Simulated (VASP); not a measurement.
Runs of VASP 6.6.1 on Si3N4. The structure is that of space group P6_3/m (No. 176), or close to it. The cells are those of the table. 

| cell | gap on the mesh (eV) | pressure (GPa) | largest force (eV/Å) |
| --- | --- | --- | --- |
| atoms relaxed from a = 7.566, b = 7.566, c = 2.894 Å, angles 90.0, 90.0, 120.0°, 14 atoms | (a) | 8.9 | - |
| atoms relaxed from a = 7.617, b = 7.617, c = 2.826 Å, angles 90.0, 90.0, 120.0°, 14 atoms | 4.55 | 12.1 | 0.01 |
| atoms relaxed from a = 7.617, b = 7.617, c = 2.943 Å, angles 90.0, 90.0, 120.0°, 14 atoms | 4.11 | 1.1 | 0.02 |
| atoms relaxed from a = 7.514, b = 7.514, c = 2.874 Å, angles 90.0, 90.0, 120.0°, 14 atoms | 4.47 | 14.7 | 0.01 |
| atoms relaxed from a = 7.617, b = 7.617, c = 2.972 Å, angles 90.0, 90.0, 120.0°, 14 atoms | 3.90 | -1.2 | 0.01 |
| atoms relaxed from a = 7.462, b = 7.462, c = 2.854 Å, angles 90.0, 90.0, 120.0°, 14 atoms | 4.55 | 21.0 | 0.02 |

Alike in all rows: task relaxation of the atoms; level PBE; potentials or basis VASP PAW PBE potentials, release 64 (Si, N); no spin polarisation; k mesh 4 × 4 × 9; cutoff (eV) 520; smearing fermi-dirac 0.02 eV.

**Question.** Estimate the missing entries.

**Answer.** (a) 4.39.

Caveats: an odd mesh through Γ misses points on the zone boundary, where band edges can lie.
